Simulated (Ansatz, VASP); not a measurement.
# Two plane-wave programs on Si3B4

```
CELL_PARAMETERS angstrom
5.72625 0.00000 0.00000
-2.86313 4.95908 0.00000
0.00000 0.00000 4.56258
ATOMIC_POSITIONS crystal
Si 0.14179 0.85821 0.50000
Si 0.14179 0.28357 0.50000
Si 0.71643 0.85821 0.50000
B 0.33333 0.66667 0.50000
B 0.00000 0.00000 0.17903
B 0.00000 0.00000 0.82097
B 0.66667 0.33333 0.00000
```

Alike in both runs: functional PBE; k mesh 4 × 4 × 3; occupations gaussian, width 0.2 eV; no spin polarisation.

Ansatz relaxed the structure, and its values are those at the end. VASP's run is a single point on that final structure, the one shown.

|  | VASP | Ansatz |
| --- | --- | --- |
| version | VASP 6.6.1 | Ansatz 0.2.0 |
| potentials or method | VASP PAW PBE potentials, release 64 (Si, B), cutoff 500 eV | scalar-relativistic, plane waves, PAW |
| valence electrons in the cell | 24 | 24 |

```csv
,VASP,Ansatz,Ansatz less VASP
gap on the k mesh at the Fermi level (eV),none,none,-
pressure (GPa),-0.2,-0.1,+0.05
rms of the force components (eV/Å),0.008,0.007,-0.0017
```

A gap of «none» marks a metal or a gap that the smearing closes. With one functional, cell and mesh, what is left measures potentials, basis and numerics.

The k mesh is coarse, so the values compare programs but aren't converged.
